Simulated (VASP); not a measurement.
# TiAl (P4/mmm) in VASP: single point with PBE

Aim: the single point of TiAl with PBE.

Program: VASP 6.6.1. These are calculated values, not measurements. Logs are shortened: lines on timing, memory, paths and dates and some standing lists are left out, and cuts for length are marked.

## 1. The cell of the first run

The structure is tetragonal, space group P4/mmm (No. 123). The conventional cell has a = 2.811 Å, b = 2.811 Å, c = 4.066 Å, α = 90.00°, β = 90.00°, γ = 90.00°. Within 3.7 Å of Ti (site symmetry 4/mmm) lie 4 Ti at 2.81 Å and 8 Al at 2.84 Å. Within 3.7 Å of Al (site symmetry 4/mmm) lie 4 Al at 2.81 Å and 8 Ti at 2.84 Å.

## 2. Single point, PBE

INCAR

```
PREC = Accurate
ENCUT = 500
EDIFF = 1E-6
ISMEAR = 0
SIGMA = 0.1
LREAL = False
LASPH = True
NELM = 120
ALGO = Normal
ISIF = 2
LWAVE = False
LCHARG = False
GGA = PE
NBANDS = 14
GGA_COMPAT = False
```

KPOINTS

```
Automatic mesh
0
Gamma
  6 6 4
```

POSCAR

```
TiAl
1.0
    2.8107520000      0.0000000000      0.0000000000
    0.0000000000      2.8107520000      0.0000000000
    0.0000000000      0.0000000000      4.0664220000
Ti Al
1 1
Direct
    0.5000000000      0.5000000000      0.5000000000
    0.0000000000      0.0000000000      0.0000000000
```

Potentials or basis: VASP PAW PBE potentials, release 64 (Ti_sv, Al).

Started as:

```sh
> cat potpaw_PBE.64/Ti_sv/POTCAR potpaw_PBE.64/Al/POTCAR > POTCAR
> mpirun -np 1 vasp_std > vasp.out
```

OUTCAR:

```text
PREC = Accurate
   ENCUT = 500
   EDIFF = 1E-6
   ISMEAR = 0
   LREAL = False
   LASPH = True
   NELM = 120
   ISIF = 2
   GGA = PE

 ion  position               nearest neighbor table
   1  0.500  0.500  0.500-   2 2.84   2 2.84   2 2.84   2 2.84   2 2.84   2 2.84   2 2.84   2 2.84

   2  0.000  0.000  0.000-   1 2.84   1 2.84   1 2.84   1 2.84   1 2.84   1 2.84   1 2.84   1 2.84

  LATTYP: Found a simple tetragonal cell.
 ALAT       =     2.8107520000
 C/A-ratio  =     1.4467380971

  Lattice vectors:

 A1 = (   2.8107520000,   0.0000000000,   0.0000000000)
 A2 = (   0.0000000000,   2.8107520000,   0.0000000000)
 A3 = (   0.0000000000,   0.0000000000,   4.0664220000)

Analysis of symmetry for initial positions (statically):
=====================================================================
 Subroutine PRICEL returns:
 Original cell was already a primitive cell.

 Routine SETGRP: Setting up the symmetry group for a
 simple tetragonal supercell.

 Subroutine GETGRP returns: Found 16 space group operations
 (whereof 16 operations were pure point group operations)
 out of a pool of 16 trial point group operations.

The static configuration has the point symmetry D_4h.

Analysis of symmetry for dynamics (positions and initial velocities):
=====================================================================
 Subroutine PRICEL returns:
 Original cell was already a primitive cell.

 Routine SETGRP: Setting up the symmetry group for a
 simple tetragonal supercell.

 Subroutine GETGRP returns: Found 16 space group operations
 (whereof 16 operations were pure point group operations)
 out of a pool of 16 trial point group operations.

The dynamic configuration has the point symmetry D_4h.

 Subroutine INISYM returns: Found 16 space group operations
 (whereof 16 operations are pure point group operations),
 and found     1 'primitive' translations

----------------------------------------------------------------------------------------

                                     Primitive cell

  volume of cell :      32.1261

  direct lattice vectors                    reciprocal lattice vectors
     2.810752000  0.000000000  0.000000000     0.355776675  0.000000000  0.000000000
     0.000000000  2.810752000  0.000000000     0.000000000  0.355776675  0.000000000
     0.000000000  0.000000000  4.066422000     0.000000000  0.000000000  0.245916435

  length of vectors
     2.810752000  2.810752000  4.066422000     0.355776675  0.355776675  0.245916435

[... 84 lines left out ...]
   IBRION =     -1    ionic relax: 0-MD 1-quasi-New 2-CG
   NFREE  =      0    steps in history (QN), initial steepest desc. (CG)
   ISIF   =      2    stress and relaxation
   ISYM   =      2    0-nonsym 1-usesym 2-fastsym
   POTIM  = 0.5000    time-step for ionic-motion
   TEBEG  =    0.0;   TEEND  =   0.0 temperature during run
   PSTRESS=    0.0 pullay stress
   NELECT =      15.0000    total number of electrons
   NUPDOWN=      -1.0000    fix difference up-down
   EMIN   =  10.00;   EMAX   =-10.00  energy-range for DOS
   EFERMI =   0.00;   METHOD = LEGACY
   ISMEAR =     0;   SIGMA  =   0.10  broadening in eV -4-tet -1-fermi 0-gaus
   EFERMI_NEDOS =   21; number of points for ismear=-14 and -15
   IALGO  =     38    algorithm
   IMIX   =      4    mixing-type and parameters
     AMIX     =   0.40;   BMIX     =  1.00
     AMIX_MAG =   1.60;   BMIX_MAG =  1.00
  volume/ion in A,a.u.               =      16.06       108.40
  Fermi-wavevector in a.u.,A,eV,Ry     =   1.270046  2.400039 21.946423  1.613017
  Thomas-Fermi vector in A             =   2.403054
   LORBIT       =      0    0 simple, 1 ext, 2 COOP (PROOUT), +10 PAW based schemes
   GGA     = PE    functional components
   LHFCALC =     F    Hartree Fock is set to
   AEXX    =    0.0000 exact exchange contribution
   IVDW    =     0    specifies the selected vdW correction
   LEPSILON=     F    determine dielectric tensor
   LRPA    =     F    only Hartree local field effects (RPA)
 non-spin polarized calculation
 Gauss-broadening in eV      SIGMA  =   0.10
  energy-cutoff  :      500.00
  volume of cell :       32.13
 maximum number of plane-waves:       832
   NGX = 11   NGY = 11   NGZ = 15

 number of electron      14.9999995 magnetization

 Free energy of the ion-electron system (eV)
  ---------------------------------------------------
  ext. energy  EPLUGINS =         0.00000000
  ---------------------------------------------------
  free energy    TOTEN  =       -12.39592269 eV

  energy without entropy =      -12.38935810  energy(sigma->0) =      -12.39264039

 E-fermi :   8.4431     XC(G=0): -11.0809

 val. band max:        8.3965636370   @ k =   0.1667   0.0000   0.2500
 cond. band min:       8.5027687069   @ k =   0.1667   0.1667   0.2500
 fundamental gap:      0.1062050699
 Fermi energy:         8.4430957489

 k-point     1 :       0.0000    0.0000    0.0000
  band No.  band energies     occupation
      1     -48.2568      2.00000
      2     -24.6574      2.00000
      3     -24.1946      2.00000
      4     -24.1946      2.00000
      5      -0.6497      2.00000
      6       6.4944      2.00000
      7       7.5230      2.00000
      8       8.0338      2.00000
      9      10.5545      0.00000
     10      10.5545      0.00000
     11      11.7140      0.00000
     12      14.5859      0.00000
     13      16.9254      0.00000
     14      16.9254      0.00000
[... 377 lines left out ...]
      1     -48.1954      2.00000
      2     -24.6853      2.00000
      3     -24.6097      2.00000
      4     -24.1505      2.00000
      5       3.4943      2.00000
      6       5.4856      2.00000
      7       7.1870      2.00000
      8       7.2754      2.00000
      9       9.7471      0.00000
     10      10.1867      0.00000
     11      10.6956      0.00000
     12      12.2108      0.00000
     13      14.1192      0.00000
     14      20.8819      0.00000

 [... further k-points ...]
[... 5 lines left out ...]
  --------------------------------------------------------------------------------------
  -------------------------------------------------------------------------------------
  Total        0.2876473      0.2876473      0.2129166      0.0000000     -0.0000000      0.0000000
  in kB       14.3454217     14.3454217     10.6184836      0.0000000     -0.0000000      0.0000000
  external PRESSURE =      13.1031090 kB  Pullay stress =       0.0000000 kB

 VOLUME and BASIS-vectors are now :
 -----------------------------------------------------------------------------
  energy-cutoff  :      500.00
  volume of cell :       32.13
      direct lattice vectors                 reciprocal lattice vectors
     2.810752000  0.000000000  0.000000000     0.355776675  0.000000000  0.000000000
     0.000000000  2.810752000  0.000000000     0.000000000  0.355776675  0.000000000
     0.000000000  0.000000000  4.066422000     0.000000000  0.000000000  0.245916435

 POSITION                                       TOTAL-FORCE (eV/Angst)
 -----------------------------------------------------------------------------------
      1.40538      1.40538      2.03321         0.000000      0.000000      0.000000
      0.00000      0.00000      0.00000         0.000000      0.000000      0.000000
 -----------------------------------------------------------------------------------
    total drift:                               -0.000000      0.000000      0.000000

  FREE ENERGIE OF THE ION-ELECTRON SYSTEM (eV)
  ---------------------------------------------------
  free  energy   TOTEN  =       -12.3959226891 eV

  energy  without entropy=      -12.3893580972  energy(sigma->0) =      -12.39264039
```

Run time: 9.7 s. Hardware: 1 thread of Intel Xeon Platinum 8488C (Sapphire Rapids), shared host; peak memory 0.13 GiB.

What came out:

| Quantity | Value |
| --- | --- |
| Free energy | -12.3959 eV |
| Pressure | 1.3 GPa |

Caveat: the k points lie up to 0.39 Å⁻¹ apart.
